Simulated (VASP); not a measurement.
# PbS (Pm-3m) in VASP: further runs, part 2 of 2

VASP 6.6.1. Earlier steps stand in the parts before.

## (5) Single point, PBE-based screened hybrid

This run uses another cell than the first one, of 24.39 Å³/atom, 0.962 times its volume.

Input file POSCAR:

```
PbS
1.0
    3.6536590000      0.0000000000      0.0000000000
    0.0000000000      3.6536590000      0.0000000000
    0.0000000000      0.0000000000      3.6536590000
Pb S
1 1
Direct
    0.0000000000      0.0000000000      0.0000000000
    0.5000000000      0.5000000000      0.5000000000
```

Input file INCAR.step1:

```
  ALGO = Normal
  EDIFF = 1E-5
  ENCUT = 520
  GGA = PE
  ISIF = 2
  ISMEAR = -1
  LASPH = True
  LCHARG = False
  LREAL = False
  LWAVE = True
  NBANDS = 17
  NELM = 100
  PREC = Accurate
  SIGMA = 0.05
```

Input file INCAR.step2:

```
  AEXX = 0.2
  ALGO = Normal
  EDIFF = 1E-6
  ENCUT = 520
  GGA = PE
  HFSCREEN = 0.2
  ISIF = 2
  ISMEAR = -1
  ISTART = 1
  LASPH = True
  LCHARG = False
  LHFCALC = True
  LREAL = False
  LWAVE = False
  NBANDS = 17
  NELM = 100
  PREC = Accurate
  PRECFOCK = Normal
  SIGMA = 0.05
```

Input file KPOINTS:

```
k-points
0
Gamma
  4 4 4
```

Potentials or basis: VASP PAW PBE potentials, release 64 (Pb_d, S).

Run with:

```console
> cat potpaw_PBE.64/Pb_d/POTCAR potpaw_PBE.64/S/POTCAR > POTCAR
> cp INCAR.step1 INCAR
> mpirun -np 1 vasp_std > vasp.out
> cp INCAR.step2 INCAR
> mpirun -np 1 vasp_std > vasp.out
```

OUTCAR:

```text
AEXX = 0.2
   EDIFF = 1E-6
   ENCUT = 520
   GGA = PE
   HFSCREEN = 0.2
   ISIF = 2
   ISMEAR = -1
   ISTART = 1
   LASPH = True
   LHFCALC = True
   LREAL = False
   NELM = 100
   PREC = Accurate
   PRECFOCK = Normal

 ion  position               nearest neighbor table
   1  0.000  0.000  0.000-   2 3.16   2 3.16   2 3.16   2 3.16   2 3.16   2 3.16   2 3.16   2 3.16

   2  0.500  0.500  0.500-   1 3.16   1 3.16   1 3.16   1 3.16   1 3.16   1 3.16   1 3.16   1 3.16

  LATTYP: Found a simple cubic cell.
 ALAT       =     3.6536590000

  Lattice vectors:

 A1 = (   3.6536590000,   0.0000000000,   0.0000000000)
 A2 = (   0.0000000000,   3.6536590000,   0.0000000000)
 A3 = (   0.0000000000,   0.0000000000,   3.6536590000)

Analysis of symmetry for initial positions (statically):
=====================================================================
 Subroutine PRICEL returns:
 Original cell was already a primitive cell.

 Routine SETGRP: Setting up the symmetry group for a
 simple cubic supercell.

 Subroutine GETGRP returns: Found 48 space group operations
 (whereof 48 operations were pure point group operations)
 out of a pool of 48 trial point group operations.

The static configuration has the point symmetry O_h .

Analysis of symmetry for dynamics (positions and initial velocities):
=====================================================================
 Subroutine PRICEL returns:
 Original cell was already a primitive cell.

 Routine SETGRP: Setting up the symmetry group for a
 simple cubic supercell.

 Subroutine GETGRP returns: Found 48 space group operations
 (whereof 48 operations were pure point group operations)
 out of a pool of 48 trial point group operations.

The dynamic configuration has the point symmetry O_h .

 Subroutine INISYM returns: Found 48 space group operations
 (whereof 48 operations are pure point group operations),
 and found     1 'primitive' translations

----------------------------------------------------------------------------------------

                                     Primitive cell

  volume of cell :      48.7735

  direct lattice vectors                    reciprocal lattice vectors
     3.653659000  0.000000000  0.000000000     0.273698230  0.000000000  0.000000000
     0.000000000  3.653659000  0.000000000     0.000000000  0.273698230  0.000000000
     0.000000000  0.000000000  3.653659000     0.000000000  0.000000000  0.273698230

  length of vectors
     3.653659000  3.653659000  3.653659000     0.273698230  0.273698230  0.273698230

  position of ions in fractional coordinates (direct lattice)
     0.000000000  0.000000000  0.000000000
     0.500000000  0.500000000  0.500000000

  ion indices of the primitive-cell ions
   primitive index   ion index
                 1           1
                 2           2

----------------------------------------------------------------------------------------

 KPOINTS: k-points

Automatic generation of k-mesh.
 Grid dimensions read from file:
 generate k-points for:    4    4    4
[... 24 lines left out ...]
  0.250000  0.250000  0.000000     12.000000
  0.500000  0.250000  0.000000     12.000000
  0.500000  0.500000  0.000000      3.000000
  0.250000  0.250000  0.250000      8.000000
  0.500000  0.250000  0.250000     12.000000
  0.500000  0.500000  0.250000      6.000000
  0.500000  0.500000  0.500000      1.000000
   k-points           NKPTS =     10   k-points in BZ     NKDIM =     64   number of bands    NBANDS=     17
   number of dos      NEDOS =    301   number of ions     NIONS =      2
   total plane-waves  NPLWV =  21952
   dimension x,y,z NGX =    28 NGY =   28 NGZ =   28
   dimension x,y,z NGXF=    56 NGYF=   56 NGZF=   56
   ions per type =               1   1
   NGX,Y,Z   is equivalent  to a cutoff of  12.74, 12.74, 12.74 a.u.
   NGXF,Y,Z  is equivalent  to a cutoff of  25.48, 25.48, 25.48 a.u.
 SYSTEM =  unknown system
   PREC   = accura    normal or accurate (medium, high low for compatibility)
   ISTART =      1    job   : 0-new  1-cont  2-samecut
   ICHARG =      0    charge: 1-file 2-atom 10-const
   ISPIN  =      1    spin polarized calculation?
   LNONCOLLINEAR =      F non collinear calculations
   LSORBIT =      F    spin-orbit coupling
   LASPH  =      T    aspherical Exc in radial PAW
   ENCUT  =  520.0 eV  38.22 Ry    6.18 a.u.   6.79  6.79  6.79*2*pi/ulx,y,z
   NELM   =    100;   NELMIN=  2; NELMDL=  0     # of ELM steps
   EDIFF  = 0.1E-05   stopping-criterion for ELM
   LREAL  =      F    real-space projection
   EDIFFG = 0.1E-04   stopping-criterion for IOM
   NSW    =      0    number of steps for IOM
   IBRION =     -1    ionic relax: 0-MD 1-quasi-New 2-CG
   NFREE  =      0    steps in history (QN), initial steepest desc. (CG)
   ISIF   =      2    stress and relaxation
   ISYM   =      3    0-nonsym 1-usesym 2-fastsym
   POTIM  = 0.5000    time-step for ionic-motion
   TEBEG  =    0.0;   TEEND  =   0.0 temperature during run
   PSTRESS=    0.0 pullay stress
   NELECT =      20.0000    total number of electrons
   NUPDOWN=      -1.0000    fix difference up-down
   EMIN   =  10.00;   EMAX   =-10.00  energy-range for DOS
   EFERMI =   0.00;   METHOD = LEGACY
   ISMEAR =    -1;   SIGMA  =   0.05  broadening in eV -4-tet -1-fermi 0-gaus
   EFERMI_NEDOS =   21; number of points for ismear=-14 and -15
   IALGO  =     38    algorithm
   IMIX   =      1    mixing-type and parameters
     AMIX     =   0.40;   BMIX     =  1.00
     AMIX_MAG =   1.60;   BMIX_MAG =  1.00
  volume/ion in A,a.u.               =      24.39       164.57
  Fermi-wavevector in a.u.,A,eV,Ry     =   1.216252  2.298383 20.126668  1.479268
  Thomas-Fermi vector in A             =   2.351612
   LORBIT       =      0    0 simple, 1 ext, 2 COOP (PROOUT), +10 PAW based schemes
   GGA     = PE    functional components
   LHFCALC =     T    Hartree Fock is set to
   PRECFOCK=normal    Normal, Fast or Accurate (Low or Medium for compatibility)
   ENCUT4O =  -1.0   cutoff for four orbital integrals eV
   NKREDX  =     1    reduce k-point grid by
   NKREDY  =     1    reduce k-point grid by
   NKREDZ  =     1    reduce k-point grid by
   AEXX    =    0.2000 exact exchange contribution
   HFSCREEN=    0.2000 screening length (either q_TF or 0.3 A-1)
   HFSCREENC=   0.2000 screening length for correlation (either q_TF or 0.3 A-1)
   ENCUTFOCK=  -1.0 apply spherical cutoff to Coloumb kernel
   IVDW    =     0    specifies the selected vdW correction
   LEPSILON=     F    determine dielectric tensor
   LRPA    =     F    only Hartree local field effects (RPA)
 non-spin polarized calculation
  energy-cutoff  :      520.00
  volume of cell :       48.77
 maximum number of plane-waves:      1357
 NGX is ok and might be reduce to    28
  NGX = 24; NGY = 24; NGZ = 24

 number of electron      19.9999995 magnetization

 Free energy of the ion-electron system (eV)
  ---------------------------------------------------
  ext. energy  EPLUGINS =         0.00000000
  ---------------------------------------------------
  free energy    TOTEN  =        -9.46978214 eV

  energy without entropy =       -9.46533709  energy(sigma->0) =       -9.46755962

 E-fermi :   5.7119     XC(G=0):  -8.7636

 val. band max:        5.6219218937   @ k =   0.5000   0.5000   0.5000
 cond. band min:       5.7961069025   @ k =   0.5000   0.0000   0.0000
 fundamental gap:      0.1741850088
 Fermi energy:         5.7119412361

 k-point     1 :       0.0000    0.0000    0.0000
  band No.  band energies     occupation
      1     -12.5296      2.00000
      2     -12.5296      2.00000
      3     -12.3223      2.00000
      4     -12.3223      2.00000
      5     -12.3223      2.00000
      6      -8.4690      2.00000
[... 177 lines left out ...]
      4     -12.2643      2.00000
      5     -12.2643      2.00000
      6      -6.0326      2.00000
[... 9 lines left out ...]
     16      20.5668      0.00000
     17      23.4339      0.00000

------------------------ aborting loop because EDIFF is reached ----------------------------------------

  FORCE on cell =-STRESS in cart. coord.  units (eV):
  Direction    XX          YY          ZZ          XY          YZ          ZX
  --------------------------------------------------------------------------------------
  -------------------------------------------------------------------------------------
  Total       -0.6125509     -0.6125509     -0.6125509     -0.0000000      0.0000000     -0.0000000
  in kB      -20.1218877    -20.1218877    -20.1218877     -0.0000000      0.0000000     -0.0000000
  external PRESSURE =     -20.1218877 kB  Pullay stress =       0.0000000 kB

 VOLUME and BASIS-vectors are now :
 -----------------------------------------------------------------------------
  energy-cutoff  :      520.00
  volume of cell :       48.77
      direct lattice vectors                 reciprocal lattice vectors
     3.653659000  0.000000000  0.000000000     0.273698230  0.000000000  0.000000000
     0.000000000  3.653659000  0.000000000     0.000000000  0.273698230  0.000000000
     0.000000000  0.000000000  3.653659000     0.000000000  0.000000000  0.273698230

 POSITION                                       TOTAL-FORCE (eV/Angst)
 -----------------------------------------------------------------------------------
      0.00000      0.00000      0.00000         0.000000      0.000000      0.000000
      1.82683      1.82683      1.82683         0.000000      0.000000      0.000000
 -----------------------------------------------------------------------------------
    total drift:                                0.000003      0.000002      0.000003

  FREE ENERGIE OF THE ION-ELECTRON SYSTEM (eV)
  ---------------------------------------------------
  free  energy   TOTEN  =        -9.4697821429 eV

  energy  without entropy=       -9.4653370881  energy(sigma->0) =       -9.46755962
```

It took 11 min on 1 thread of AMD EPYC 7R13, shared host; peak memory 0.28 GiB.

What came out:

```
Free energy            : -9.4698 eV
Pressure               : -2.0 GPa
Band gap on the k mesh : zero (band 10 reaches 5.80 eV, above the bottom of band 11 at 5.62 eV)
```

Levels at points of the mesh, in eV from the Fermi level:
```tsv
k point	band 6	band 7	band 8	band 9	band 10	band 11	band 12	band 13	band 14	band 15
(0.00, 0.00, 0.00)	-14.18	-6.96	-1.70	-1.70	-1.70	6.16	6.16	7.44	7.44	7.44
(0.50, 0.00, 0.00)	-12.82	-9.55	-0.49	-0.49	0.08	0.83	4.62	4.62	7.50	10.05
(0.50, 0.50, 0.00)	-12.00	-7.54	-4.74	-4.74	-0.27	4.98	4.98	6.76	7.98	10.36
(0.50, 0.50, 0.50)	-11.74	-6.12	-2.55	-2.55	-2.55	-0.09	-0.09	-0.09	14.85	14.85
```

Caveat: the k points lie up to 0.43 Å⁻¹ apart; the PAW data sets were made with another functional, which shifts forces and pressure a little; spin-orbit coupling is left out, which moves the levels of the heavy elements.

## (6) The runs side by side

| level | cell | k mesh | cutoff (eV) | grid for exact exchange (PRECFOCK) | share of exact exchange | screening parameter | gap on the mesh (eV) | pressure (GPa) |
| --- | --- | --- | --- | --- | --- | --- | --- | --- |
| r2SCAN | a = 3.702 Å, 2 atoms | 7 × 7 × 7 | 550 | - | - | - | 0.43 | -2.9 |
| r2SCAN | a = 3.725 Å, 2 atoms | 7 × 7 × 7 | 550 | - | - | - | 0.47 | -3.8 |
| PBE-based screened hybrid | a = 3.654 Å, 2 atoms | 4 × 4 × 4 | 520 | Normal | 0.15 | 0.2 1/Å | none | -1.8 |
| PBE-based screened hybrid | a = 3.654 Å, 2 atoms | 4 × 4 × 4 | 520 | Normal | 0.2 | 0.2 1/Å | none | -2.0 |

Alike in all rows: task single point; potentials or basis VASP PAW PBE potentials, release 64 (Pb_d, S); no spin polarisation; smearing fermi-dirac 0.05 eV.

Caveats: some runs use coarse meshes; the PAW data sets were made with another functional, which shifts forces and pressure a little; spin-orbit coupling is left out, which moves the levels of the heavy elements.

Total energies depend on the potentials used, so only differences within one code and one set of settings carry meaning.
